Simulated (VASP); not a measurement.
Input of a VASP 6.6.1 run:

File POSCAR:

```
CuF
1.0
    3.5774718107      0.0000000000      0.0000000000
   -1.7887359054      3.0981814694      0.0000000000
    0.0000000000      0.0000000000      5.1822025092
Cu F
2 2
Direct
    0.3333333333      0.6666666667      0.2500000000
    0.6666666667      0.3333333333      0.7500000000
    0.6666666667      0.3333333333      0.2500000000
    0.3333333333      0.6666666667      0.7500000000
```

Contents of INCAR.step1:

```
SYSTEM = CuF
PREC = Accurate ; ENCUT = 520
ISMEAR = -1 ; SIGMA = 0.02
LREAL = .FALSE. ; LASPH = .TRUE.
NELM = 80 ; NBANDS = 26
GGA = PE ; ALGO = Normal
EDIFF = 1E-4 ; LWAVE = .TRUE.
LCHARG = .FALSE.
```

INCAR.step2

```
SYSTEM = CuF
PREC = Accurate ; ENCUT = 520
EDIFF = 1E-6 ; ISMEAR = -1
SIGMA = 0.02 ; LREAL = .FALSE.
LASPH = .TRUE. ; NELM = 80
ALGO = Normal ; ISIF = 2
LWAVE = .FALSE. ; LCHARG = .TRUE.
METAGGA = R2SCAN ; LMIXTAU = .TRUE.
LELF = .TRUE. ; LVHAR = .TRUE.
NBANDS = 26 ; ISTART = 1
```

File KPOINTS:

```
regular mesh
0
G
  9 9 4
  0 0 0
```

Potentials or basis: VASP PAW PBE potentials, release 64 (Cu, F).

Command:

```sh
$ cat potpaw_PBE.64/Cu/POTCAR potpaw_PBE.64/F/POTCAR > POTCAR
$ cp INCAR.step1 INCAR
$ mpirun -np 1 vasp_std > vasp.out
$ cp INCAR.step2 INCAR
$ mpirun -np 1 vasp_std > vasp.out
```

**Question.** Predict the pressure.

**Answer.** -3.8 GPa.

**Question.** Predict the band gap on the k mesh.

**Answer.** Zero (band 18 reaches 2.59 eV, above the bottom of band 19 at 2.54 eV).

Stress tensor (GPa, compression positive):
```
-4.40  0.00  0.00
 0.00 -4.40  0.00
 0.00  0.00 -2.49
```

Caveat: the PAW data sets were made with another functional, which shifts forces and pressure a little; semilocal functionals often make such compounds metallic where correlation or magnetic order opens a gap, which also shifts bond lengths.
